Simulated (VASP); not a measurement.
Wanted: the native input for a VASP 6.6.1 run.

```
Task                   : single point
Functional             : PBE
Potentials or basis    : VASP PAW PBE potentials, release 64 (V_sv)
Cutoff                 : 520 eV
k mesh                 : 18 × 18 × 18
Occupations            : gaussian, width 0.1 eV
Spin                   : no spin polarisation
Dipole correction      : no
Further INCAR settings : ALGO = Fast; EDIFF = 1e-06; NBANDS = 20
```

The structure of V lies in POSCAR:

```
V
1.0
    3.0571186520      0.0000000000      0.0000000000
    0.0000000000      3.0571186520      0.0000000000
    0.0000000000      0.0000000000      2.9344983375
V
2
Direct
    0.0000000000      0.0000000000      0.0000000000
    0.5000000000      0.5000000000      0.5000000000
```

This cell differs from its parent crystal: biaxial strain in the a-b plane: +2.0 %, then relaxed in part.

One way to write it, as run:

INCAR

```
PREC = Accurate
ENCUT = 520
EDIFF = 1E-6
ISMEAR = 0
SIGMA = 0.1
LREAL = False
LASPH = True
NELM = 60
ALGO = Fast
ISIF = 2
LWAVE = False
LCHARG = True
GGA = PE
LELF = True
LVHAR = True
NBANDS = 20
```

KPOINTS

```
regular mesh
0
Gamma
  18 18 18
```

Potentials or basis: VASP PAW PBE potentials, release 64 (V_sv).

Run with:

```bash
$ cat potpaw_PBE.64/V_sv/POTCAR > POTCAR
$ mpirun -np 1 vasp_std > vasp.out
```

It gave:

```json
{
  "Pressure": "-2.9 GPa",
  "Band gap on the k mesh": "zero (bands 13 and 14 overlap by 2.73 eV)"
}
```

Caveat: the cell differs from its parent crystal (biaxial strain in the a-b plane: +2.0 %, then relaxed in part).

Run time: 3.2 min on 1 thread of Intel(R) Xeon(R) Platinum 8259CL CPU @ 2.50GHz (Skylake/Cascade Lake) (shared host), peak memory 0.33 GiB.
